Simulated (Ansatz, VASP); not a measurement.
Ta2C in VASP and in Ansatz

```
Ta C
1.0
     3.03339    0.00000    0.00000
    -1.51670    2.62700    0.00000
     0.00000    0.00000    4.82266
Ta C
2 1
Direct
  0.33333 0.66667 0.25611
  0.66667 0.33333 0.74389
  0.00000 0.00000 0.00000
```

Change from the starting cell: equal strain along all axes, cell held, atoms relaxed: -2.0 %.

Alike in both runs: functional PBEsol; k mesh 18 × 18 × 10; occupations gaussian, width 0.1 eV; no spin polarisation.

Ansatz relaxed the structure, and its values are those at the end. VASP's run is a single point on that final structure, the one shown.

|  | VASP | Ansatz |
| --- | --- | --- |
| version | VASP 6.6.1 | Ansatz 0.2.0 |
| potentials or method | VASP PAW PBE potentials, release 64 (Ta_pv, C), cutoff 520 eV | scalar-relativistic, plane waves, PAW |
| valence electrons in the cell | 26 | 30 |

```csv
,VASP,Ansatz,Ansatz less VASP
gap on the k mesh at the Fermi level (eV),none,none,-
pressure (GPa),19.4,18.7,-0.70
rms of the force components (eV/Å),0.027,0.001,-0.0262
```

VASP's potentials were made for PBE, not for PBEsol. A gap of «none» marks a metal or a gap that the smearing closes. VASP's potentials hold 26 valence electrons a cell and Ansatz's 30, so a difference there can come from the potentials and not from the codes. Ansatz's warnings: stress scf threshold loose.

Neither program's run includes spin-orbit coupling.
